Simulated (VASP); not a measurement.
# TaN (P-6m2) in VASP: settings compared

TaN is run at these levels: LDA, BLYP; tasks: single point.

Everything below comes from runs of VASP 6.6.1. Logs are shortened: lines on timing, memory, paths and dates and some standing lists are left out, and cuts for length are marked.

## (1) The cell of the first run

Symmetry: P-6m2, No. 187, hexagonal system. Conventional cell: a = 2.907 Å, b = 2.907 Å, c = 2.851 Å, α = 90.00°, β = 90.00°, γ = 120.00°. Within 3.0 Å of Ta (site symmetry -6m2) lie 6 N at 2.20 Å and 8 Ta at 2.85 to 2.91 Å. N (site symmetry -6m2) has 6 Ta at 2.20 Å and 8 N at 2.85 to 2.91 Å within 3.0 Å.

## (2) Single point, LDA

The input, INCAR:

```
PREC = Accurate
ENCUT = 700
EDIFF = 1E-6
ISMEAR = -1
SIGMA = 0.05
LREAL = F
LASPH = T
NELM = 120
ALGO = Normal
ISIF = 2
LWAVE = F
LCHARG = F
NBANDS = 16
GGA_COMPAT = F
```

The input, KPOINTS:

```
regular mesh
0
Gamma
  10 10 9
```

The input, POSCAR:

```
TaN
1.0
    2.9067365312     -0.0000000029      0.0000000000
   -1.4533682631      2.5173076795      0.0000000000
    0.0000000000      0.0000000000      2.8513521580
Ta N
1 1
Direct
    0.3333333333      0.6666666667      0.5000000000
    0.0000000000      0.0000000000      0.0000000000
```

Potentials or basis: VASP PAW LDA potentials, release 64 (Ta_sv_GW, N).

Launch:

```bash
> cat potpaw_LDA.64/Ta_sv_GW/POTCAR potpaw_LDA.64/N/POTCAR > POTCAR
> mpirun -np 1 vasp_std > vasp.out
```

OUTCAR:

```text
PREC = Accurate
   ENCUT = 700
   EDIFF = 1E-6
   ISMEAR = -1
   LREAL = F
   LASPH = T
   NELM = 120
   ISIF = 2

 ion  position               nearest neighbor table
   1  0.333  0.667  0.500-   2 2.20   2 2.20   2 2.20   2 2.20   2 2.20   2 2.20
   2  0.000  0.000  0.000-   1 2.20   1 2.20   1 2.20   1 2.20   1 2.20   1 2.20

  LATTYP: Found a hexagonal cell.
 ALAT       =     2.9067365312
 C/A-ratio  =     0.9809462011

  Lattice vectors:

 A1 = (   2.9067365312,  -0.0000000029,   0.0000000000)
 A2 = (  -1.4533682631,   2.5173076795,   0.0000000000)
 A3 = (   0.0000000000,   0.0000000000,   2.8513521580)

Analysis of symmetry for initial positions (statically):
=====================================================================
 Subroutine PRICEL returns:
 Original cell was already a primitive cell.

 Routine SETGRP: Setting up the symmetry group for a
 hexagonal supercell.

 Subroutine GETGRP returns: Found 12 space group operations
 (whereof 12 operations were pure point group operations)
 out of a pool of 24 trial point group operations.

The static configuration has the point symmetry D_3h.

Analysis of symmetry for dynamics (positions and initial velocities):
=====================================================================
 Subroutine PRICEL returns:
 Original cell was already a primitive cell.

 Routine SETGRP: Setting up the symmetry group for a
 hexagonal supercell.

 Subroutine GETGRP returns: Found 12 space group operations
 (whereof 12 operations were pure point group operations)
 out of a pool of 24 trial point group operations.

The dynamic configuration has the point symmetry D_3h.

 Subroutine INISYM returns: Found 12 space group operations
 (whereof 12 operations are pure point group operations),
 and found     1 'primitive' translations

----------------------------------------------------------------------------------------

                                     Primitive cell

  volume of cell :      20.8638

  direct lattice vectors                    reciprocal lattice vectors
     2.906736531 -0.000000003  0.000000000     0.344028428  0.198624905  0.000000000
    -1.453368263  2.517307680  0.000000000     0.000000000  0.397249811  0.000000000
     0.000000000  0.000000000  2.851352158     0.000000000  0.000000000  0.350710801

  length of vectors
     2.906736531  2.906736531  2.851352158     0.397249811  0.397249811  0.350710801

  position of ions in fractional coordinates (direct lattice)
     0.333333333  0.666666667  0.500000000
     0.000000000  0.000000000  0.000000000

  ion indices of the primitive-cell ions
   primitive index   ion index
                 1           1
                 2           2

----------------------------------------------------------------------------------------

 KPOINTS: regular mesh

Automatic generation of k-mesh.
 Grid dimensions read from file:
 generate k-points for:   10   10    9

 Generating k-lattice:

  Cartesian coordinates                     Fractional coordinates (reciprocal lattice)
     0.034402843  0.019862491  0.000000000     0.100000000 -0.000000000  0.000000000
     0.000000000  0.039724981  0.000000000     0.000000000  0.100000000  0.000000000
     0.000000000  0.000000000  0.038967867     0.000000000  0.000000000  0.111111111

  Length of vectors
     0.039724981  0.039724981  0.038967867

  Shift w.r.t. Gamma in fractional coordinates (k-lattice)
     0.000000000  0.000000000  0.000000000

 Subroutine IBZKPT returns following result:
 ===========================================

 Found     70 irreducible k-points:

 Following reciprocal coordinates:
            Coordinates               Weight
  0.000000  0.000000  0.000000      1.000000
  0.100000  0.000000  0.000000      6.000000
  0.200000  0.000000  0.000000      6.000000
  0.300000  0.000000  0.000000      6.000000
  0.400000 -0.000000  0.000000      6.000000
  0.500000 -0.000000  0.000000      3.000000
[... 16 lines left out ...]
  0.300000  0.100000  0.111111     24.000000
  0.400000  0.100000  0.111111     24.000000
 [... further k-points ...]
   k-points           NKPTS =     70   k-points in BZ     NKDIM =     70   number of bands    NBANDS=     16
   number of dos      NEDOS =    301   number of ions     NIONS =      2
   total plane-waves  NPLWV =  21952
   dimension x,y,z NGX =    28 NGY =   28 NGZ =   28
   dimension x,y,z NGXF=    56 NGYF=   56 NGZF=   56
   ions per type =               1   1
   NGX,Y,Z   is equivalent  to a cutoff of  16.01, 16.01, 16.33 a.u.
   NGXF,Y,Z  is equivalent  to a cutoff of  32.03, 32.03, 32.65 a.u.
 SYSTEM =  unknown system
   PREC   = accura    normal or accurate (medium, high low for compatibility)
   ISTART =      0    job   : 0-new  1-cont  2-samecut
   ICHARG =      2    charge: 1-file 2-atom 10-const
   ISPIN  =      1    spin polarized calculation?
   LNONCOLLINEAR =      F non collinear calculations
   LSORBIT =      F    spin-orbit coupling
   LASPH  =      T    aspherical Exc in radial PAW
   ENCUT  =  700.0 eV  51.45 Ry    7.17 a.u.   6.27  6.27  6.15*2*pi/ulx,y,z
   NELM   =    120;   NELMIN=  2; NELMDL= -5     # of ELM steps
   EDIFF  = 0.1E-05   stopping-criterion for ELM
   LREAL  =      F    real-space projection
   EDIFFG = 0.1E-04   stopping-criterion for IOM
   NSW    =      0    number of steps for IOM
   IBRION =     -1    ionic relax: 0-MD 1-quasi-New 2-CG
   NFREE  =      0    steps in history (QN), initial steepest desc. (CG)
   ISIF   =      2    stress and relaxation
   ISYM   =      2    0-nonsym 1-usesym 2-fastsym
   POTIM  = 0.5000    time-step for ionic-motion
   TEBEG  =    0.0;   TEEND  =   0.0 temperature during run
   PSTRESS=    0.0 pullay stress
   NELECT =      18.0000    total number of electrons
   NUPDOWN=      -1.0000    fix difference up-down
   EMIN   =  10.00;   EMAX   =-10.00  energy-range for DOS
   EFERMI =   0.00;   METHOD = LEGACY
   ISMEAR =    -1;   SIGMA  =   0.05  broadening in eV -4-tet -1-fermi 0-gaus
   EFERMI_NEDOS =   21; number of points for ismear=-14 and -15
   IALGO  =     38    algorithm
   IMIX   =      4    mixing-type and parameters
     AMIX     =   0.40;   BMIX     =  1.00
     AMIX_MAG =   1.60;   BMIX_MAG =  1.00
  volume/ion in A,a.u.               =      10.43        70.40
  Fermi-wavevector in a.u.,A,eV,Ry     =   1.558481  2.945101 33.046669  2.428862
  Thomas-Fermi vector in A             =   2.661979
   LORBIT       =      0    0 simple, 1 ext, 2 COOP (PROOUT), +10 PAW based schemes
   GGA     = CA    functional components
   LHFCALC =     F    Hartree Fock is set to
   AEXX    =    0.0000 exact exchange contribution
   IVDW    =     0    specifies the selected vdW correction
   LEPSILON=     F    determine dielectric tensor
   LRPA    =     F    only Hartree local field effects (RPA)
 non-spin polarized calculation
  energy-cutoff  :      700.00
  volume of cell :       20.86
 maximum number of plane-waves:       894
 NGX is ok and might be reduce to    28
   NGX = 13   NGY = 13   NGZ = 13

 number of electron      17.9999999 magnetization

 Free energy of the ion-electron system (eV)
  ---------------------------------------------------
  ext. energy  EPLUGINS =         0.00000000
  ---------------------------------------------------
  free energy    TOTEN  =       -27.23041729 eV

  energy without entropy =      -27.23009191  energy(sigma->0) =      -27.23025460

 E-fermi :  12.6423     XC(G=0): -14.1635

 val. band max:       12.5077961633   @ k =   0.0000   0.0000   0.4444
 cond. band min:      12.8039454286   @ k =   0.0000   0.0000   0.3333
 fundamental gap:      0.2961492652
 Fermi energy:        12.6423156032

 k-point     1 :       0.0000    0.0000    0.0000
  band No.  band energies     occupation
      1     -55.4092      2.00000
      2     -21.9207      2.00000
      3     -21.6441      2.00000
      4     -21.6441      2.00000
      5      -5.1497      2.00000
      6       7.9185      2.00000
[... 8 lines left out ...]
     15      25.8073      0.00000
     16      29.0561      0.00000

 k-point     2 :       0.1000    0.0000    0.0000
  band No.  band energies     occupation
      1     -55.4006      2.00000
      2     -21.9050      2.00000
      3     -21.7664      2.00000
      4     -21.6700      2.00000
      5      -4.9297      2.00000
      6       7.3271      2.00000
[... 8 lines left out ...]
     15      25.7800      0.00000
     16      29.4710      0.00000

 k-point     3 :       0.2000    0.0000    0.0000
  band No.  band energies     occupation
      1     -55.3779      2.00000
      2     -22.0754      2.00000
      3     -21.8639      2.00000
      4     -21.7373      2.00000
      5      -4.3469      2.00000
      6       6.2052      2.00000
[... 8 lines left out ...]
     15      25.8047      0.00000
     16      30.1137      0.00000

 k-point     4 :       0.3000    0.0000    0.0000
  band No.  band energies     occupation
      1     -55.3498      2.00000
      2     -22.4378      2.00000
      3     -21.8190      2.00000
      4     -21.8126      2.00000
      5      -3.6001      2.00000
      6       5.1570      2.00000
[... 8 lines left out ...]
     15      26.2067      0.00000
     16      29.9590      0.00000
[... 324 lines left out ...]
 k-point    22 :       0.2000    0.1000    0.1111
  band No.  band energies     occupation
      1     -55.3527      2.00000
      2     -22.2707      2.00000
      3     -21.9510      2.00000
      4     -21.8095      2.00000
      5      -3.7110      2.00000
      6       5.7237      2.00000
[... 8 lines left out ...]
     15      25.6101      0.00000
     16      30.0637      0.00000

 k-point    23 :       0.3000    0.1000    0.1111
  band No.  band energies     occupation
      1     -55.3273      2.00000
      2     -22.5645      2.00000
      3     -21.9061      2.00000
      4     -21.8986      2.00000
      5      -3.0936      2.00000
      6       4.8931      2.00000
[... 8 lines left out ...]
     15      25.9950      0.00000
     16      28.6566      0.00000

 k-point    24 :       0.4000    0.1000    0.1111
  band No.  band energies     occupation
      1     -55.3115      2.00000
      2     -22.7402      2.00000
      3     -21.9623      2.00000
      4     -21.8683      2.00000
      5      -2.6955      2.00000
      6       4.4236      2.00000
[... 8 lines left out ...]
     15      24.8652      0.00000
     16      28.5258      0.00000

 [... further k-points ...]
[... 5 lines left out ...]
  --------------------------------------------------------------------------------------
  -------------------------------------------------------------------------------------
  Total        0.1455477      0.1455477      0.1643437     -0.0000000     -0.0000000      0.0000000
  in kB       11.1769428     11.1769428     12.6203351     -0.0000000     -0.0000000      0.0000000
  external PRESSURE =      11.6580736 kB  Pullay stress =       0.0000000 kB

 VOLUME and BASIS-vectors are now :
 -----------------------------------------------------------------------------
  energy-cutoff  :      700.00
  volume of cell :       20.86
      direct lattice vectors                 reciprocal lattice vectors
     2.906736531 -0.000000003  0.000000000     0.344028428  0.198624905  0.000000000
    -1.453368263  2.517307680  0.000000000     0.000000000  0.397249811  0.000000000
     0.000000000  0.000000000  2.851352158     0.000000000  0.000000000  0.350710801

 POSITION                                       TOTAL-FORCE (eV/Angst)
 -----------------------------------------------------------------------------------
      0.00000      1.67821      1.42568        -0.000000      0.000000      0.000000
      0.00000      0.00000      0.00000         0.000000     -0.000000      0.000000
 -----------------------------------------------------------------------------------
    total drift:                                0.000000     -0.000000     -0.000000

  FREE ENERGIE OF THE ION-ELECTRON SYSTEM (eV)
  ---------------------------------------------------
  free  energy   TOTEN  =       -27.2304172883 eV

  energy  without entropy=      -27.2300919066  energy(sigma->0) =      -27.23025460
```

Run time: 20 s. Hardware: 1 thread of Intel Xeon Platinum 8488C (Sapphire Rapids), shared host; peak memory 0.18 GiB.

Results:

```
Free energy            : -27.2304 eV
Pressure               : 1.2 GPa
Band gap on the k mesh : zero (bands 9 and 10 overlap by 0.30 eV)
```

Stress tensor (GPa, compression positive):
```
1.12 0.00 0.00
0.00 1.12 0.00
0.00 0.00 1.26
```

Caveat: spin-orbit coupling is left out, which moves the levels of the heavy elements.

## (3) Single point, BLYP

This run uses another cell than the first one, of 11.29 Å³/atom.

The input, INCAR:

```
SYSTEM = TaN
PREC = Accurate ; ENCUT = 700
EDIFF = 1E-6 ; ISMEAR = -1
SIGMA = 0.05 ; LREAL = .FALSE.
LASPH = .TRUE. ; NELM = 120
ALGO = Normal ; ISIF = 2
LWAVE = .FALSE. ; LCHARG = .FALSE.
GGA = B5 ; ALDAX = 1.0
AGGAX = 1.0 ; AGGAC = 1.0
ALDAC = 0.0 ; NBANDS = 16
GGA_COMPAT = .FALSE.
```

The input, KPOINTS:

```
regular mesh
0
G
  10 10 9
  0 0 0
```

The input, POSCAR:

```
TaN
1.0
    2.9833932958     -0.0000000029      0.0000000000
   -1.4916966454      2.5836943851      0.0000000000
    0.0000000000      0.0000000000      2.9282719975
Ta N
1 1
Direct
    0.3333333333      0.6666666667      0.5000000000
    0.0000000000      0.0000000000      0.0000000000
```

Potentials or basis: VASP PAW PBE potentials, release 64 (Ta_sv_GW, N).

Launch:

```bash
> cat potpaw_PBE.64/Ta_sv_GW/POTCAR potpaw_PBE.64/N/POTCAR > POTCAR
> mpirun -np 1 vasp_std > vasp.out
```

It took 43 s on 1 thread of Intel Xeon Platinum 8488C (Sapphire Rapids), shared host; peak memory 0.2 GiB.

The run converged. Its results:

| Item | Value |
| --- | --- |
| Free energy | -23.0062 eV |
| Pressure | 0.7 GPa |
| Band gap on the k mesh | zero (bands 9 and 10 overlap by 0.28 eV) |

Levels at points of the mesh, in eV from the Fermi level:
```tsv
k point	band 7	band 8	band 9	band 10	band 11	band 12
(0.00, 0.00, 0.00)	-4.39	-3.97	-2.88	2.03	3.27	3.27
(0.50, 0.00, 0.00)	-4.99	-3.26	-3.10	2.74	3.62	4.81
```

Caveat: the PAW data sets were made with another functional, which shifts forces and pressure a little; spin-orbit coupling is left out, which moves the levels of the heavy elements.

The gap in the log of VASP goes by the Fermi energy; the results here count the filled bands.